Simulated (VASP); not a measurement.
Write the native input for VASP 6.6.1 that does the following.

* Task: single point
* Functional: PBE
* Potentials or basis: VASP PAW PBE potentials, release 64 (K_sv, Al, As)
* Cutoff: 520 eV
* k mesh: 3 × 3 × 4
* Occupations: gaussian, width 0.1 eV
* Spin: no spin polarisation
* Dipole correction: no
* Further INCAR settings: ALGO = Normal; EDIFF = 1e-06; NBANDS = 38

The structure of KAlAs3 lies in POSCAR:

```
KAlAs3
1.0
    6.6291435169      0.0000000000      0.0000000000
   -3.3145717584      5.7410066910      0.0000000000
    0.0000000000      0.0000000000      6.2686543886
K Al As
2 2 6
Direct
    0.3333333333      0.6666666667      0.7500000000
    0.6666666667      0.3333333333      0.2500000000
    0.0000000000      0.0000000000      0.5000000000
    0.0000000000      0.0000000000      0.0000000000
    0.2008286345      0.4016572689      0.2500000000
    0.7991713655      0.2008286345      0.7500000000
    0.7991713655      0.5983427311      0.7500000000
    0.2008286345      0.7991713655      0.2500000000
    0.5983427311      0.7991713655      0.2500000000
    0.4016572689      0.2008286345      0.7500000000
```

These files were run (other wordings do the same):

INCAR

```
PREC     = Accurate       # precision mode
ENCUT    = 520            # plane-wave cutoff, eV
EDIFF    = 1E-6           # SCF threshold, eV
ISMEAR   = 0              # smearing method
SIGMA    = 0.1            # smearing width, eV
LREAL    = F              # projectors in reciprocal space
LASPH    = T              # aspherical terms in the spheres
NELM     = 60             # most SCF steps
ALGO     = Normal         # electronic algorithm
ISIF     = 2              # what is computed and relaxed
LWAVE    = F              # write WAVECAR
LCHARG   = F              # write CHGCAR
GGA      = PE             # functional
NBANDS   = 38             # bands
```

KPOINTS

```
Automatic mesh
0
Gamma
  3 3 4
```

Potentials or basis: VASP PAW PBE potentials, release 64 (K_sv, Al, As).

Run with:

```sh
$ cat potpaw_PBE.64/K_sv/POTCAR potpaw_PBE.64/Al/POTCAR potpaw_PBE.64/As/POTCAR > POTCAR
$ mpirun -np 1 vasp_std > vasp.out
```

It gave:

| Property | Result |
| --- | --- |
| Pressure | 0.3 GPa |
| Largest force | 0.033 eV/Å |
| Band gap on the k mesh | zero (bands 27 and 28 overlap by 0.88 eV) |

Caveat: the k points lie up to 0.36 Å⁻¹ apart, too coarse for converged energies and pressures of a metal.

It took 120 s on 1 thread of Oxide Virtual Turin-like Processor, with other jobs on the host, peak memory 0.33 GiB.
